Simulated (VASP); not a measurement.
Here is a VASP 6.6.1 calculation.

File INCAR:

```
SYSTEM = B2F
  ALGO = Normal
  EDIFF = 1E-6
  EDIFFG = -0.01
  ENCUT = 600
  GGA = PE
  IBRION = 2
  ISIF = 3
  ISMEAR = 0
  LASPH = .TRUE.
  LCHARG = .FALSE.
  LREAL = .FALSE.
  LWAVE = .FALSE.
  NELM = 60
  NSW = 100
  PREC = Accurate
  SIGMA = 0.1
```

File KPOINTS:

```
k-points
0
G
  18 18 12
  0 0 0
```

File POSCAR:

```
B2F
1.0
    2.9547007010      0.0000000000      0.0000000000
   -1.4773503505      2.5588458677      0.0000000000
    0.0000000000      0.0000000000      3.8212338823
B F
2 1
Direct
    0.3333333333      0.6666666667      0.5000000000
    0.6666666667      0.3333333333      0.5000000000
    0.0000000000      0.0000000000      0.0000000000
```

Potentials or basis: VASP PAW PBE potentials, release 64 (B, F).

Run with:

```bash
$ cat potpaw_PBE.64/B/POTCAR potpaw_PBE.64/F/POTCAR > POTCAR
$ mpirun -np 1 vasp_std > vasp.out
```

(1) Predict the relaxed volume.

(2) What does it give for the band gap on the k mesh?

(3) What does it give for the relaxed cell?

Results:

(1) 9.65 Å³/atom.

(2) zero (an odd number of electrons rules out a gap without spin polarisation).

(3) a = 2.959 Å, b = 2.959 Å, c = 3.820 Å, α = 90.00°, β = 90.00°, γ = 120.00°.

Caveat: an odd number of electrons without spin polarisation forces a metal; a magnetic or distorted state may lie lower.
